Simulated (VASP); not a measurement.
Runs of VASP 6.6.1 on SiMo3. The structure is that of space group Pm-3n (No. 223), or close to it. The cells are those of the table. 

```tsv
task	spin	cell	k mesh	smearing	k mesh for the DOS	occupations for the DOS	gap on the mesh (eV)	pressure (GPa)
single point	collinear, ferromagnetic start	a = 4.889 Å, 8 atoms	4 × 4 × 4	gaussian 0.1 eV	-	-	none	4.1
single point	off	a = 4.889 Å, 8 atoms	4 × 4 × 4	gaussian 0.1 eV	-	-	none	4.1
single point	off	a = 4.906 Å, 8 atoms	8 × 8 × 8	gaussian 0.1 eV	-	-	none	(a)
single point	off	a = 4.906 Å, 8 atoms	4 × 4 × 4	gaussian 0.2 eV	-	-	none	1.3
```

Alike in all rows: level PBE; potentials or basis VASP PAW PBE potentials, release 64 (Si, Mo_sv); cutoff (eV) 520.

Problem. Fill in the values left out.

Solution. (a) 0.5.

A k mesh can miss the band edges, and the runs leave out spin-orbit coupling on Mo.

A gap of «none» marks levels without a gap at the run's occupations.
